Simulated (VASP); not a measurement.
Set up this calculation in VASP 6.6.1, as the native input.

```yaml
Task: single point
Functional: r2SCAN
Potentials_or_basis: VASP PAW PBE potentials, release 64 (B, Bi_d)
Cutoff: 520 eV
k_mesh: 6 × 6 × 6
Occupations: gaussian, width 0.01 eV
Spin: no spin polarisation
Dipole_correction: no
Further_INCAR_settings: ALGO = Normal; EDIFF = 1e-06; NBANDS = 16
```

Crystal: BiB.

```xyz
2
Lattice="0.0000 2.7449 2.7449 2.7449 0.0000 2.7449 2.7449 2.7449 0.0000" Properties=species:S:1:pos:R:3 pbc="T T T"
B     0.0000    0.0000    0.0000
Bi    1.3724    1.3724    1.3724
```

These files were run (other wordings do the same):

POSCAR

```
BiB
1.0
    0.0000000000      2.7448744688      2.7448744688
    2.7448744688      0.0000000000      2.7448744688
    2.7448744688      2.7448744688      0.0000000000
B Bi
1 1
Direct
    0.0000000000      0.0000000000      0.0000000000
    0.2500000000      0.2500000000      0.2500000000
```

INCAR.step1

```
PREC     = Accurate       # precision mode
ENCUT    = 520            # plane-wave cutoff, eV
ISMEAR   = 0              # smearing method
SIGMA    = 0.01           # smearing width, eV
LREAL    = F              # projectors in reciprocal space
LASPH    = T              # aspherical terms in the spheres
NELM     = 100            # most SCF steps
NBANDS   = 16             # bands
GGA      = PE             # functional
ALGO     = Normal         # electronic algorithm
EDIFF    = 1E-4           # SCF threshold, eV
LWAVE    = T              # write WAVECAR
LCHARG   = F              # write CHGCAR
```

INCAR.step2

```
PREC     = Accurate       # precision mode
ENCUT    = 520            # plane-wave cutoff, eV
EDIFF    = 1E-6           # SCF threshold, eV
ISMEAR   = 0              # smearing method
SIGMA    = 0.01           # smearing width, eV
LREAL    = F              # projectors in reciprocal space
LASPH    = T              # aspherical terms in the spheres
NELM     = 100            # most SCF steps
ALGO     = Normal         # electronic algorithm
ISIF     = 2              # what is computed and relaxed
LWAVE    = F              # write WAVECAR
LCHARG   = T              # write CHGCAR
METAGGA  = R2SCAN         # meta-GGA
LMIXTAU  = T            
LELF     = T              # ELF
LVHAR    = T            
NBANDS   = 16             # bands
ISTART   = 1
```

KPOINTS

```
regular mesh
0
Gamma
  6 6 6
```

Potentials or basis: VASP PAW PBE potentials, release 64 (B, Bi_d).

Run with:

```console
$ cat potpaw_PBE.64/B/POTCAR potpaw_PBE.64/Bi_d/POTCAR > POTCAR
$ cp INCAR.step1 INCAR
$ mpirun -np 1 vasp_std > vasp.out
$ cp INCAR.step2 INCAR
$ mpirun -np 1 vasp_std > vasp.out
```

It gave:

```yaml
Pressure: -0.2 GPa
Band_gap_on_the_k_mesh: 0.40 eV
```

Caveat: the structure was generated, so it needn't be the stable form of BiB; the PAW data sets were made with another functional, which shifts forces and pressure a little; spin-orbit coupling is left out, which moves the levels of the heavy elements.

Run time: 32 s on 1 thread of Intel(R) Xeon(R) 6975P-C (Granite Rapids), with other jobs on the host, peak memory 0.17 GiB.
